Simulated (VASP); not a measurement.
# Al25Pt13 (a cell with a defect) in VASP: single point with PBE

Aim: the single point of Al25Pt13 (a cell with a defect) with PBE.

Everything below comes from runs of VASP 6.6.1. Logs are shortened: lines on timing, memory, paths and dates and some standing lists are left out, and cuts for length are marked.

### Step 1. The cell of the first run

The cell holds a defect, 38 atoms: a = 9.402 Å, b = 9.402 Å, c = 9.402 Å, α = 107.46°, β = 107.46°, γ = 107.46°.

### Step 2. Single point, PBE (atoms taken out, then relaxed in part)

The input, INCAR:

```
ALGO = Normal
EDIFF = 1E-6
ENCUT = 520
GGA = PE
ISIF = 2
ISMEAR = 0
LASPH = T
LCHARG = F
LREAL = Auto
LWAVE = F
NBANDS = 128
NELM = 60
PREC = Accurate
SIGMA = 0.1
```

The input, KPOINTS:

```
k-points
0
Gamma
  3 3 3
```

The input, POSCAR:

```
Al25Pt13
1.0
    0.0000000000     -8.9196123556     -2.9732041185
    2.9732041185      0.0000000000      8.9196123556
   -8.9196123556      2.9732041185      0.0000000000
Al Pt
25 13
Direct
    0.7113471689      0.4015204721      0.6349424196
    0.2495761045      0.2468889418      0.2469567028
    0.7854182412      0.0957299507      0.8622735572
    0.6370118755      0.7123377972      0.4025216751
    0.1734039581      0.5575010151      0.0169050875
    0.5553666260      0.0195578042      0.1728856304
    0.0204957321      0.1756262871      0.5589092750
    0.4007350957      0.6315720874      0.7111145661
    0.9409832135      0.4831657216      0.3277224126
    0.3294724409      0.9435246597      0.4820341936
    0.8661839511      0.7871370597      0.0985503370
    0.0973708135      0.8666495783      0.7910109024
    0.0586166690      0.5194160388      0.6731921071
    0.2899907812      0.5925218805      0.3616852350
    0.8253883972      0.4412922257      0.9811835159
    0.3663468340      0.2901969142      0.5991608251
    0.2116536456      0.9047705152      0.1348006541
    0.7463680344      0.7463006196      0.7515292428
    0.1376223635      0.2125006802      0.9055815296
    0.5951383795      0.3657989005      0.2869268587
    0.9839360714      0.8300899176      0.4454745329
    0.5196450544      0.6715422433      0.0566768410
    0.9001467735      0.1361446274      0.2079064959
    0.4440430681      0.9837762097      0.8278852956
    0.6732621926      0.0578074917      0.5201551306
    0.3852721277      0.4630399010      0.1545197128
    0.6168860548      0.5391350974      0.8468105893
    0.1516253705      0.3830211055      0.4569304561
    0.6929812512      0.2314259739      0.0784245164
    0.5368672594      0.8415458407      0.6131638320
    0.0798630636      0.6929612591      0.2329679736
    0.4615165914      0.1541238990      0.3856123452
    0.9240738837      0.3076704376      0.7695085143
    0.3079700528      0.7702277298      0.9230550529
    0.8468074130      0.6175833582      0.5414015251
    0.2290227093      0.0751765554      0.6905611708
    0.7714295120      0.9260169097      0.3083458745
    0.9953919945     -0.0022207834      0.9984057209
```

Potentials or basis: VASP PAW PBE potentials, release 64 (Al, Pt).

Command:

```console
$ cat potpaw_PBE.64/Al/POTCAR potpaw_PBE.64/Pt/POTCAR > POTCAR
$ mpirun -np 1 vasp_std > vasp.out
```

OUTCAR:

```text
EDIFF = 1E-6
   ENCUT = 520
   GGA = PE
   ISIF = 2
   ISMEAR = 0
   LASPH = T
   LREAL = Auto
   NELM = 60
   PREC = Accurate

 ion  position               nearest neighbor table
   1  0.711  0.402  0.635-  32 2.56  33 2.57  27 2.58  35 2.59  25 2.95  15 2.97  16 2.97  18 2.97
                            13 2.98  20 3.00
   2  0.250  0.247  0.247-  32 2.57  38 2.58  28 2.58  26 2.59  17 2.94  19 2.94  14 2.96  20 2.96
                            23 3.00  16 3.01
   3  0.785  0.096  0.862-  33 2.57  30 2.58  38 2.58  29 2.59  25 2.94  24 2.94  23 2.96  15 2.96
                            18 3.00  19 3.01
   4  0.637  0.712  0.403-  35 2.57  26 2.57  37 2.58  30 2.58  22 2.96  20 2.97  21 2.97  25 2.97
                            14 2.97  18 3.01
   5  0.173  0.558  0.017-  33 2.56  34 2.57  26 2.58  31 2.59  13 2.95  22 2.97  19 2.97  14 2.97
                            17 2.98  15 3.00
   6  0.555  0.020  0.173-  34 2.56  32 2.57  29 2.58  37 2.59  17 2.95  20 2.97  24 2.97  23 2.97
                            25 2.98  22 3.00
   7  0.020  0.176  0.559-  33 2.56  37 2.57  36 2.57  28 2.57  13 2.95  16 2.97  21 2.97  25 2.98
                            19 2.98  23 3.01
   8  0.401  0.632  0.711-  34 2.57  28 2.58  30 2.58  27 2.59  13 2.94  16 2.94  18 2.96  22 2.96
                            14 3.00  24 3.01
   9  0.941  0.483  0.328-  31 2.57  29 2.57  35 2.58  28 2.58  20 2.96  15 2.97  21 2.97  13 2.97
                            23 2.97  14 3.01
  10  0.329  0.944  0.482-  32 2.56  31 2.57  36 2.57  30 2.57  25 2.95  24 2.97  21 2.97  17 2.98
                            16 2.98  14 3.01
  11  0.866  0.787  0.099-  37 2.57  27 2.57  31 2.58  38 2.58  15 2.96  22 2.97  21 2.97  17 2.97
                            18 2.97  23 3.01
[... 43 lines left out ...]
  35  0.847  0.618  0.541-   4 2.57  12 2.57  18 2.57   9 2.58  13 2.58  21 2.59   1 2.59  20 2.60

  36  0.229  0.075  0.691-  21 2.52  12 2.57  10 2.57   7 2.57  16 2.58  24 2.58  19 2.58
  37  0.771  0.926  0.308-  11 2.57   7 2.57  23 2.57   4 2.58  25 2.58  21 2.59   6 2.59  22 2.60

  38  0.995  0.998  0.998-  18 2.57  23 2.57  12 2.57  11 2.58   2 2.58   3 2.58  17 2.59  19 2.60

  LATTYP: Found a trigonal (rhomboedric) cell.
 ALAT       =     9.4020969631
 COS(alpha) =    -0.3000000000

  Lattice vectors:

 A1 = (   0.0000000000,  -8.9196123556,  -2.9732041185)
 A2 = (   2.9732041185,   0.0000000000,   8.9196123556)
 A3 = (  -8.9196123556,   2.9732041185,   0.0000000000)

Analysis of symmetry for initial positions (statically):
=====================================================================
 Subroutine PRICEL returns:
 Original cell was already a primitive cell.

 Routine SETGRP: Setting up the symmetry group for a
 trigonal (rhombohedral) supercell.

 Subroutine GETGRP returns: Found  3 space group operations
 (whereof  1 operations were pure point group operations)
 out of a pool of 12 trial point group operations.

The static configuration has the point symmetry C_1 .
 The point group associated with its full space group is C_3 .

Analysis of symmetry for dynamics (positions and initial velocities):
=====================================================================
 Subroutine PRICEL returns:
 Original cell was already a primitive cell.

 Routine SETGRP: Setting up the symmetry group for a
 trigonal (rhombohedral) supercell.

 Subroutine GETGRP returns: Found  3 space group operations
 (whereof  1 operations were pure point group operations)
 out of a pool of 12 trial point group operations.

The dynamic configuration has the point symmetry C_1 .
 The point group associated with its full space group is C_3 .

 Subroutine INISYM returns: Found  3 space group operations
 (whereof  1 operations are pure point group operations),
 and found     1 'primitive' translations

----------------------------------------------------------------------------------------

                                     Primitive cell

  volume of cell :     683.3568

  direct lattice vectors                    reciprocal lattice vectors
     0.000000000 -8.919612356 -2.973204118    -0.038808172 -0.116424515  0.012936057
     2.973204118  0.000000000  8.919612356    -0.012936057 -0.038808172  0.116424515
    -8.919612356  2.973204118  0.000000000    -0.116424515 -0.012936057  0.038808172

  length of vectors
     9.402096963  9.402096963  9.402096963     0.123402120  0.123402120  0.123402120

  position of ions in fractional coordinates (direct lattice)
     0.711347169  0.401520472  0.634942420
     0.249576105  0.246888942  0.246956703
     0.785418241  0.095729951  0.862273557
     0.637011876  0.712337797  0.402521675
     0.173403958  0.557501015  0.016905087
     0.555366626  0.019557804  0.172885630
[... 30 lines left out ...]
     0.771429512  0.926016910  0.308345874
     0.995391994  0.997779217  0.998405721

  ion indices of the primitive-cell ions
   primitive index   ion index
                 1           1
                 2           2
                 3           3
                 4           4
                 5           5
                 6           6
[... 30 lines left out ...]
                37          37
                38          38

----------------------------------------------------------------------------------------

 KPOINTS: k-points

Automatic generation of k-mesh.
 Grid dimensions read from file:
 generate k-points for:    3    3    3

 Generating k-lattice:

  Cartesian coordinates                     Fractional coordinates (reciprocal lattice)
    -0.012936057 -0.038808172  0.004312019     0.333333333 -0.000000000  0.000000000
    -0.004312019 -0.012936057  0.038808172     0.000000000  0.333333333 -0.000000000
    -0.038808172 -0.004312019  0.012936057    -0.000000000  0.000000000  0.333333333

  Length of vectors
     0.041134040  0.041134040  0.041134040

  Shift w.r.t. Gamma in fractional coordinates (k-lattice)
     0.000000000  0.000000000  0.000000000

 Subroutine IBZKPT returns following result:
 ===========================================

 Found      6 irreducible k-points:

 Following reciprocal coordinates:
            Coordinates               Weight
  0.000000  0.000000  0.000000      1.000000
  0.333333 -0.000000 -0.000000      6.000000
  0.333333  0.333333  0.000000      6.000000
 -0.333333  0.333333  0.000000      6.000000
  0.333333  0.333333  0.333333      2.000000
 -0.333333  0.333333  0.333333      6.000000
   k-points           NKPTS =      6   k-points in BZ     NKDIM =      6   number of bands    NBANDS=    128
   number of dos      NEDOS =    301   number of ions     NIONS =     38
   total plane-waves  NPLWV = 343000
   dimension x,y,z NGX =    70 NGY =   70 NGZ =   70
   dimension x,y,z NGXF=   140 NGYF=  140 NGZF=  140
   ions per type =              25  13
   NGX,Y,Z   is equivalent  to a cutoff of  12.38, 12.38, 12.38 a.u.
   NGXF,Y,Z  is equivalent  to a cutoff of  24.75, 24.75, 24.75 a.u.
 SYSTEM =  unknown system
   PREC   = accura    normal or accurate (medium, high low for compatibility)
   ISTART =      0    job   : 0-new  1-cont  2-samecut
   ICHARG =      2    charge: 1-file 2-atom 10-const
   ISPIN  =      1    spin polarized calculation?
   LNONCOLLINEAR =      F non collinear calculations
   LSORBIT =      F    spin-orbit coupling
   LASPH  =      T    aspherical Exc in radial PAW
   ENCUT  =  520.0 eV  38.22 Ry    6.18 a.u.  17.48 17.48 17.48*2*pi/ulx,y,z
   NELM   =     60;   NELMIN=  2; NELMDL= -5     # of ELM steps
   EDIFF  = 0.1E-05   stopping-criterion for ELM
   LREAL  =      T    real-space projection
   EDIFFG = 0.1E-04   stopping-criterion for IOM
   NSW    =      0    number of steps for IOM
   IBRION =     -1    ionic relax: 0-MD 1-quasi-New 2-CG
   NFREE  =      0    steps in history (QN), initial steepest desc. (CG)
   ISIF   =      2    stress and relaxation
   ISYM   =      2    0-nonsym 1-usesym 2-fastsym
   POTIM  = 0.5000    time-step for ionic-motion
   TEBEG  =    0.0;   TEEND  =   0.0 temperature during run
   PSTRESS=    0.0 pullay stress
   NELECT =     205.0000    total number of electrons
   NUPDOWN=      -1.0000    fix difference up-down
   EMIN   =  10.00;   EMAX   =-10.00  energy-range for DOS
   EFERMI =   0.00;   METHOD = LEGACY
   ISMEAR =     0;   SIGMA  =   0.10  broadening in eV -4-tet -1-fermi 0-gaus
   EFERMI_NEDOS =   21; number of points for ismear=-14 and -15
   IALGO  =     38    algorithm
   IMIX   =      4    mixing-type and parameters
     AMIX     =   0.40;   BMIX     =  1.00
     AMIX_MAG =   1.60;   BMIX_MAG =  1.00
  volume/ion in A,a.u.               =      17.98       121.36
  Fermi-wavevector in a.u.,A,eV,Ry     =   1.095915  2.070979 16.341006  1.201030
  Thomas-Fermi vector in A             =   2.232248
   LORBIT       =      0    0 simple, 1 ext, 2 COOP (PROOUT), +10 PAW based schemes
   GGA     = PE    functional components
   LHFCALC =     F    Hartree Fock is set to
   AEXX    =    0.0000 exact exchange contribution
   IVDW    =     0    specifies the selected vdW correction
   LEPSILON=     F    determine dielectric tensor
   LRPA    =     F    only Hartree local field effects (RPA)
 non-spin polarized calculation
 Gauss-broadening in eV      SIGMA  =   0.10
  energy-cutoff  :      520.00
  volume of cell :      683.36
 maximum number of plane-waves:     18436
 NGX is ok and might be reduce to    70
   NGX = 35   NGY = 35   NGZ = 35

 number of electron     205.0000000 magnetization

 Free energy of the ion-electron system (eV)
  ---------------------------------------------------
  ext. energy  EPLUGINS =         0.00000000
  ---------------------------------------------------
  free energy    TOTEN  =      -205.42830885 eV

  energy without entropy =     -205.36179011  energy(sigma->0) =     -205.39504948

 E-fermi :   7.4156     XC(G=0): -10.5066

 val. band max:        7.3887707037   @ k =  -0.3333   0.3333   0.3333
 cond. band min:       7.4478557651   @ k =   0.0000   0.0000   0.0000
 fundamental gap:      0.0590850613
 Fermi energy:         7.4155932930

 k-point     1 :       0.0000    0.0000    0.0000
  band No.  band energies     occupation
      1      -2.6072      2.00000
      2      -0.3935      2.00000
      3      -0.3935      2.00000
      4      -0.3728      2.00000
      5      -0.3728      2.00000
      6      -0.3609      2.00000
[... 691 lines left out ...]
    113       9.2378      0.00000
    114       9.3097      0.00000
 [bands above 114 left out]

------------------------ aborting loop because EDIFF is reached ----------------------------------------

  FORCE on cell =-STRESS in cart. coord.  units (eV):
  Direction    XX          YY          ZZ          XY          YZ          ZX
  --------------------------------------------------------------------------------------
  -------------------------------------------------------------------------------------
  Total       -4.8329712     -4.8329712     -4.8329712      0.1051995     -0.1051995     -0.1051995
  in kB      -11.3312355    -11.3312355    -11.3312355      0.2466474     -0.2466474     -0.2466474
  external PRESSURE =     -11.3312355 kB  Pullay stress =       0.0000000 kB

 VOLUME and BASIS-vectors are now :
 -----------------------------------------------------------------------------
  energy-cutoff  :      520.00
  volume of cell :      683.36
      direct lattice vectors                 reciprocal lattice vectors
     0.000000000 -8.919612356 -2.973204118    -0.038808172 -0.116424515  0.012936057
     2.973204118  0.000000000  8.919612356    -0.012936057 -0.038808172  0.116424515
    -8.919612356  2.973204118  0.000000000    -0.116424515 -0.012936057  0.038808172

 POSITION                                       TOTAL-FORCE (eV/Angst)
 -----------------------------------------------------------------------------------
     -4.46964     -4.45713      1.46643        -0.002133      0.001596      0.000860
     -1.46871     -1.49187      1.46011        -0.002496      0.001088      0.004815
     -7.40652     -4.44191     -1.48133        -0.004815     -0.002496     -0.001088
     -1.47241     -4.48512      4.45981         0.001255      0.010124      0.000716
      1.50678     -1.49643      4.45713        -0.000860     -0.002133     -0.001596
     -1.48392     -4.43963     -1.47677         0.001596     -0.000860      0.002133
[... 30 lines left out ...]
      0.00291     -5.96408      5.96609         0.006587      0.006395     -0.004920
     -5.93879     -5.91005      5.94030         0.003653     -0.005502      0.004802
 -----------------------------------------------------------------------------------
    total drift:                               -0.002138     -0.002144      0.002126

  FREE ENERGIE OF THE ION-ELECTRON SYSTEM (eV)
  ---------------------------------------------------
  free  energy   TOTEN  =      -205.4283088487 eV

  energy  without entropy=     -205.3617901108  energy(sigma->0) =     -205.39504948
```

It took 13 min on 1 thread of Intel Xeon Platinum 8375C at 2.90GHz (Ice Lake), shared host; peak memory 0.86 GiB.

Results:

```yaml
Free_energy: -205.4283 eV
Pressure: -1.1 GPa
Largest_force: 0.015 eV/Å
Band_gap_on_the_k_mesh: zero (an odd number of electrons rules out a gap without spin polarisation)
```

Forces in eV/Å, atoms in the order of the input:
```
Al  -0.002  0.002  0.001
Al  -0.002  0.001  0.005
Al  -0.005 -0.002 -0.001
Al   0.001  0.010  0.001
Al  -0.001 -0.002 -0.002
Al   0.002 -0.001  0.002
Al  -0.001 -0.001  0.003
Al   0.001 -0.005  0.002
Al  -0.001  0.001 -0.010
Al  -0.001 -0.003  0.001
Al   0.010 -0.001 -0.001
Al  -0.003 -0.001  0.001
Al  -0.002  0.000 -0.004
Al  -0.003 -0.005 -0.001
Al   0.005  0.007 -0.002
Al  -0.001 -0.004  0.003
Al   0.004 -0.002  0.000
Al  -0.005  0.001  0.003
Al  -0.003 -0.001  0.004
Al   0.007  0.002 -0.005
Al   0.000  0.000  0.000
Al   0.002  0.005 -0.007
Al   0.001 -0.003  0.005
Al  -0.004 -0.003  0.001
Al   0.000  0.004  0.002
Pt   0.000  0.004 -0.007
Pt   0.004  0.007  0.000
Pt  -0.006 -0.005 -0.004
Pt   0.007  0.000 -0.004
Pt  -0.005  0.004  0.006
Pt   0.006  0.005 -0.007
Pt   0.002 -0.003  0.009
Pt  -0.009  0.002  0.003
Pt  -0.003 -0.009 -0.002
Pt   0.005  0.007 -0.006
Pt  -0.009 -0.009  0.009
Pt   0.007  0.006 -0.005
Pt   0.004 -0.006  0.005
```

Caveat: the cell differs from its parent crystal (atoms taken out, then relaxed in part); spin-orbit coupling is left out, which moves the levels of the heavy elements.
